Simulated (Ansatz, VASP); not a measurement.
# MgS in VASP and in Ansatz

The input INCAR:

```
ALGO = Normal
EDIFF = 1E-6
ENCUT = 520
GGA = CA
ISIF = 2
ISMEAR = 0
LASPH = T
LCHARG = F
LREAL = F
LWAVE = F
NBANDS = 11
NELM = 80
PREC = Accurate
SIGMA = 0.01
```

File KPOINTS:

```
k-points
0
Gamma
  8 8 8
```

Contents of POSCAR:

```
MgS
1.0
    2.5128987816      2.5128987816      0.0000000000
   -2.5128987816      2.5128987816      0.0000000000
    0.0000000000      2.5128987816      2.5926425682
Mg S
1 1
Direct
    0.0000000000      0.0000000000      0.0000000000
    0.5000000000      0.5000000000      0.0000000000
```

Input for Ansatz:

```yaml
crystal:
  lattice:
    - [2.51289878161, 2.51289878161, 0.0]
    - [-2.51289878161, 2.51289878161, 0.0]
    - [0.0, 2.51289878161, 2.59264256815]
  atoms:
    - { symbol: Mg, position: [0.0, 0.0, 0.0] }
    - { symbol: S, position: [0.5, 0.5, 0.0] }
kpoints:
  mp_grid: { grid: [8, 8, 8] }
scf:
  occupations: { method: fixed }
  convergence: { dr2_threshold: 1.0e-10 }
hamiltonian:
  xc: lda
  pseudopotentials: { kind: all_electron, lapw: { basis_error: 0.0005 } }
output:
  forces: true
  stress: true
  eigenstates:
    kpoints:
      - [0.0, 0.0, 0.0]
      - [-0.5, 0.5, 0.0]
      - [-0.5, -0.5, -0.5]
      - [0.0, 0.0, -0.5]
      - [0.0, -0.5, -0.5]
      - [0.0, 0.5, 0.0]
      - [-0.5, 0.0, 0.0]
      - [-0.5, 0.0, -0.5]
  eigenvalues: true
```

Change from the starting cell: film at in-plane strain -0.02.

Alike in both runs: task single point; functional LDA; k mesh 8 × 8 × 8; no spin polarisation.

|  | VASP | Ansatz |
| --- | --- | --- |
| version | VASP 6.6.1 | Ansatz 0.2.0 |
| potentials or method | VASP PAW LDA potentials, release 64 (Mg, S), cutoff 520 eV | all-electron LAPW, scalar-relativistic |
| occupations | gaussian, width 0.01 eV | fixed |

|  | VASP | Ansatz | Ansatz less VASP |
| --- | --- | --- | --- |
| gap on the k mesh at the Fermi level (eV) | 2.57 | 2.57 | 0.000 |
| pressure (GPa) | 2.2 | 2.9 | +0.64 |
| traceless stress, the component that is largest in VASP (GPa) | -2.83 | -2.83 | +0.002 |

LDA's correlation is that of Perdew and Zunger in VASP and of Perdew and Wang (1992) in Ansatz. Ansatz ran all-electron here, and VASP with PAW potentials.
